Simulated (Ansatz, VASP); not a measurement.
**Ga: VASP beside Ansatz**

```
Ga
1.0
     2.46933    0.00000    0.00000
    -1.23466    2.13850    0.00000
     0.00000    0.00000    2.38527
Ga
1
Direct
  0.00000 0.00000 0.00000
```

Change from the starting cell: volume scaled by 0.65, LAPW.

Alike in both runs: task single point; functional PBE; k mesh 17 × 17 × 15; occupations fermi-dirac, width 0.05 eV; no spin polarisation.

|  | VASP | Ansatz |
| --- | --- | --- |
| version | VASP 6.6.1 | Ansatz 0.2.0 |
| potentials or method | VASP PAW PBE potentials, release 64 (Ga_d), cutoff 520 eV | all-electron LAPW, scalar-relativistic |

```csv
,VASP,Ansatz,Ansatz less VASP
pressure (GPa),62.3,61.9,-0.41
"traceless stress, the component that is largest in VASP (GPa)",-0.10,-0.07,+0.030
```

Both programs put the cell under a high pressure, so it lies far from rest at this level. Ansatz ran all-electron here, and VASP with PAW potentials.

Noted on VASP's run: the cell as given lies far from equilibrium.
